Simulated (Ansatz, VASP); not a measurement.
## TePb: VASP beside Ansatz

```
Pb Te
1.0
     4.45597    0.00000    0.00000
    -2.22798    3.85898    0.00000
     0.00000    0.00000    4.18920
Pb Te
1 1
Direct
  0.00000 0.00000 0.02865
  0.66667 0.33333 0.50000
```

Alike in both runs: task single point; functional PBE; k mesh 10 × 10 × 8; occupations gaussian, width 0.05 eV; no spin polarisation.

|  | VASP | Ansatz |
| --- | --- | --- |
| version | VASP 6.6.1 | Ansatz 0.2.0 |
| potentials or method | VASP PAW PBE potentials, release 64 (Pb_d, Te), cutoff 520 eV | scalar-relativistic, plane waves, PAW |
| valence electrons in the cell | 20 | 30 |

|  | VASP | Ansatz | Ansatz less VASP |
| --- | --- | --- | --- |
| gap on the k mesh at the Fermi level (eV) | none | none | - |
| pressure (GPa) | 0.2 | 0.2 | +0.04 |
| traceless stress, the component that is largest in VASP (GPa) | 0.13 | 0.13 | +0.002 |
| rms of the force components (eV/Å) | 0.055 | 0.056 | +0.0008 |

Atom by atom the forces differ by 0.001 eV/Å (rms over components). A gap of «none» marks a metal or a gap that the smearing closes. With one functional, cell and mesh, what is left measures potentials, basis and numerics. VASP's potentials hold 20 valence electrons a cell and Ansatz's 30, so a difference there can come from the potentials and not from the codes.

Spin-orbit coupling is off throughout.
